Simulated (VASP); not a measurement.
Write the native input for VASP 6.6.1 that does the following.

* Task: single point
* Functional: r2SCAN
* Potentials or basis: VASP PAW PBE potentials, release 64 (Pt)
* Cutoff: 520 eV
* k mesh: 12 × 12 × 6
* Occupations: fermi-dirac, width 0.1 eV
* Spin: no spin polarisation
* Dipole correction: no
* Further INCAR settings: ALGO = Normal; EDIFF = 1e-06; NBANDS = 17

Pt:

```
Pt
1.0
     2.74214    0.00000    0.00000
    -1.37107    2.37476    0.00000
     0.00000    0.00000    4.75997
Pt
2
Direct
  0.66667 0.33333 0.75000
  0.33333 0.66667 0.25000
```

This isn't the form of Pt at room conditions, which is fcc.

The input as run:

POSCAR

```
Pt
1.0
    2.7421374820      0.0000000000      0.0000000000
   -1.3710687410      2.3747608320      0.0000000000
    0.0000000000      0.0000000000      4.7599710578
Pt
2
Direct
    0.6666666667      0.3333333333      0.7500000000
    0.3333333333      0.6666666667      0.2500000000
```

INCAR.step1

```
PREC     = Accurate       # precision mode
ENCUT    = 520            # plane-wave cutoff, eV
ISMEAR   = -1             # smearing method
SIGMA    = 0.1            # smearing width, eV
LREAL    = F              # projectors in reciprocal space
LASPH    = T              # aspherical terms in the spheres
NELM     = 60             # most SCF steps
NBANDS   = 17             # bands
GGA      = PE             # functional
ALGO     = Normal         # electronic algorithm
EDIFF    = 1E-4           # SCF threshold, eV
LWAVE    = T              # write WAVECAR
LCHARG   = F              # write CHGCAR
```

INCAR.step2

```
PREC     = Accurate       # precision mode
ENCUT    = 520            # plane-wave cutoff, eV
EDIFF    = 1E-6           # SCF threshold, eV
ISMEAR   = -1             # smearing method
SIGMA    = 0.1            # smearing width, eV
LREAL    = F              # projectors in reciprocal space
LASPH    = T              # aspherical terms in the spheres
NELM     = 60             # most SCF steps
ALGO     = Normal         # electronic algorithm
ISIF     = 2              # what is computed and relaxed
LWAVE    = F              # write WAVECAR
LCHARG   = F              # write CHGCAR
METAGGA  = R2SCAN         # meta-GGA
LMIXTAU  = T            
NBANDS   = 17             # bands
ISTART   = 1
```

KPOINTS

```
regular mesh
0
Gamma
  12 12 6
```

Potentials or basis: VASP PAW PBE potentials, release 64 (Pt).

Command:

```sh
$ cat potpaw_PBE.64/Pt/POTCAR > POTCAR
$ cp INCAR.step1 INCAR
$ mpirun -np 1 vasp_std > vasp.out
$ cp INCAR.step2 INCAR
$ mpirun -np 1 vasp_std > vasp.out
```

Results of the run:

| Property | Result |
| --- | --- |
| Pressure | -0.5 GPa |
| Band gap on the k mesh | zero (bands 10 and 11 overlap by 1.43 eV) |

Caveat: the PAW data sets were made with another functional, which shifts forces and pressure a little; spin-orbit coupling is left out, which moves the levels of the heavy elements.

It took 2.9 min on 1 thread of Intel Xeon 8259CL, with other jobs on the host, peak memory 0.17 GiB.
